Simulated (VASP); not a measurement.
NaCaI2:

```xyz
4
Lattice="3.5706 0.0000 0.0000 0.0000 3.5706 0.0000 0.0000 0.0000 5.9372" Properties=species:S:1:pos:R:3 pbc="T T T"
Na    0.0000    0.0000    2.9686
Ca    0.0000    0.0000    0.0000
I     1.7853    1.7853    4.2202
I     1.7853    1.7853    1.7170
```

| Item | Value |
| --- | --- |
| Program | VASP 6.6.1 |
| Task | relaxation of cell and atoms |
| Functional | PBE |
| Potentials or basis | VASP PAW PBE potentials, release 64 (Na_pv, Ca_sv, I) |
| Cutoff | 600 eV |
| k mesh | 6 × 6 × 4 |
| Occupations | gaussian, width 0.1 eV |
| Spin | no spin polarisation |

At the start: pressure 48.3 GPa; volume 18.92 Å³/atom.

Question: Where does the relaxation end?

Answer: Over 13 steps the energy falls by 1785.1 meV/atom and the volume is 32.12 Å³/atom (+69.7 %); space group P4/mmm (No. 123, to 0.05 Å).

Step by step:
| step | energy change (eV) | largest force (eV/Å) | pressure (GPa) | volume (Å³) |
| --- | --- | --- | --- | --- |
| 1 | 0.0000 | 9.8958 | 48.30 | 75.69 |
| 2 | -6.9821 | 0.1351 | -1.39 | 153.46 |
| 3 | -6.9955 | 0.4578 | 3.26 | 115.71 |
| 4 | -7.0684 | 0.3574 | -0.30 | 139.15 |
| 5 | -7.0906 | 0.4341 | 0.33 | 132.36 |
| 6 | -7.0924 | 0.4449 | 0.49 | 131.04 |
| 7 | -7.1118 | 0.2826 | 0.07 | 132.84 |
| 8 | -7.1190 | 0.1289 | -0.34 | 134.86 |
| 9 | -7.1246 | 0.1157 | -0.24 | 133.64 |
| 10 | -7.1347 | 0.0690 | 0.11 | 130.04 |
| 11 | -7.1356 | 0.0438 | 0.30 | 128.43 |
| 12 | -7.1393 | 0.0109 | 0.20 | 128.46 |
| 13 | -7.1402 | 0.0155 | 0.13 | 128.48 |

Final structure:
```xyz
4
Lattice="4.0009 0.0000 0.0000 0.0000 4.0009 0.0000 0.0000 0.0000 8.0262" Properties=species:S:1:pos:R:3 pbc="T T T"
Na    0.0000    4.0009    4.0131
Ca    0.0000    4.0009    8.0262
I     2.0005    2.0005    6.1315
I     2.0005    2.0005    1.8947
```

Caveat: the volume moved by over 15 % at a fixed basis, so the end points are rough; an odd number of electrons without spin polarisation forces a metal; a magnetic or distorted state may lie lower.
